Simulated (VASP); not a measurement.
MgO: G0W0 quasiparticle levels with PBE

Crystal: MgO.

```
Mg O
1.0
     2.62335    0.00000    0.00000
     0.00000    2.62335    0.00000
     0.00000    0.00000    2.62335
Mg O
1 1
Direct
  0.00000 0.00000 0.00000
  0.50000 0.50000 0.50000
```

* Program: VASP 6.6.1
* Task: G0W0 quasiparticle levels
* Functional: PBE
* Potentials or basis: VASP PAW PBE potentials, release 64 (Mg_GW, O_GW)
* Cutoff: 500 eV
* k mesh: 6 × 6 × 6
* Occupations: gaussian, width 0.01 eV
* Spin: no spin polarisation
* Dipole correction: no
* GW scheme: G0W0
* GW iterations: 1
* Cutoff of the response function: 120
* Frequency points: 96
* Empty bands: 53
* Further INCAR settings: ALGO = EVGW0; EDIFF = 1e-08; NBANDS = 57

* Quasiparticle gap: 4.51 eV
* Least direct quasiparticle gap: 5.67 eV
* Band gap of the starting levels on the mesh: 2.62 eV
* Least direct gap of the starting levels on the mesh: 3.64 eV

Run time: 2.1 min on 1 thread of Intel(R) Xeon(R) Platinum 8375C CPU @ 2.90GHz (Ice Lake), on a shared host, peak memory 0.28 GiB.

Caveat: the k points lie up to 0.40 Å⁻¹ apart; bands, screening cutoff and mesh are small and nothing is extrapolated, so the quasiparticle values aren't converged; the structure was generated, so it needn't be the stable form of MgO.
